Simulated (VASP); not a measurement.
Crystal: Al2O3.

```xyz
10
Lattice="2.4269 1.4012 4.2917 -2.4269 1.4012 4.2917 0.0000 -2.8024 4.2917" Properties=species:S:1:pos:R:3 pbc="T T T"
Al    0.0000    0.0000   10.9813
Al    0.0000    0.0000    4.5437
Al    0.0000    0.0000    1.8939
Al    0.0000    0.0000    8.3314
O     0.9454   -1.4012    5.3646
O    -1.6862   -0.1182    5.3646
O    -0.9454    1.4012    7.5105
O    -0.7408   -1.5194    7.5105
O     1.6862    0.1182    7.5105
O     0.7408    1.5194    5.3646
```

This cell differs from its parent crystal: epitaxial xy strain +2.0%.

Base run:

- Program: VASP 6.6.1
- Functional: r2SCAN
- Potentials or basis: VASP PAW PBE potentials, release 64 (Al, O)
- Cutoff: 520 eV
- k mesh: 6 × 6 × 6
- Occupations: gaussian, width 0.01 eV
- Spin: no spin polarisation

Its results: band gap on the k mesh 6.52 eV, direct; pressure -8.1 GPa; largest force 0.017 eV/Å.

Task: The run is repeated on the same cell with these changes: functional from r2SCAN to PBE; occupations from gaussian, width 0.01 eV to fermi-dirac, width 0.02 eV. What comes out?

Result: Band gap on the k mesh 5.62 eV, direct; pressure -0.3 GPa; largest force 0.046 eV/Å.

Caveats: the PAW data sets were made with another functional, which shifts forces and pressure a little (some runs).

A k mesh can miss the band edges.
